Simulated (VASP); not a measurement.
Crystal: Re.

```
Re
1.0
     2.76080    0.00000    0.00000
    -1.38040    2.39092    0.00000
     0.00000    0.00000    4.45820
Re
2
Direct
  0.66667 0.33333 0.75000
  0.33333 0.66667 0.25000
```

| Item | Value |
| --- | --- |
| Program | VASP 6.6.1 |
| Task | relaxation of cell and atoms |
| Functional | PBEsol |
| Potentials or basis | VASP PAW PBE potentials, release 64 (Re) |
| Cutoff | 600 eV |
| k mesh | 11 × 11 × 6 |
| Occupations | fermi-dirac, width 0.05 eV |
| Spin | no spin polarisation |

At the start: pressure -4.1 GPa; volume 14.71 Å³/atom.

**Question.** Where does the relaxation end?

**Answer.** Over 3 steps the energy falls by 2.1 meV/atom and the volume is 14.56 Å³/atom (-1.0 %); space group P6_3/mmc (No. 194, to 0.1 Å) before and after.

Step by step:
| step | energy change (eV) | largest force (eV/Å) | pressure (GPa) | volume (Å³) |
| --- | --- | --- | --- | --- |
| 1 | 0.0000 | 0.0000 | -4.15 | 29.43 |
| 2 | 0.0721 | 0.0000 | 19.83 | 27.84 |
| 3 | -0.0041 | 0.0000 | -0.07 | 29.12 |

Final structure:
```
Re
1.0
     2.75121    0.00000    0.00000
    -1.37561    2.38262    0.00000
     0.00000    0.00000    4.44277
Re
2
Cartesian
  1.3756 0.7942 3.3321
  0.0000 1.5884 1.1107
```

Caveat: the PAW data sets were made with another functional, which shifts forces and pressure a little.
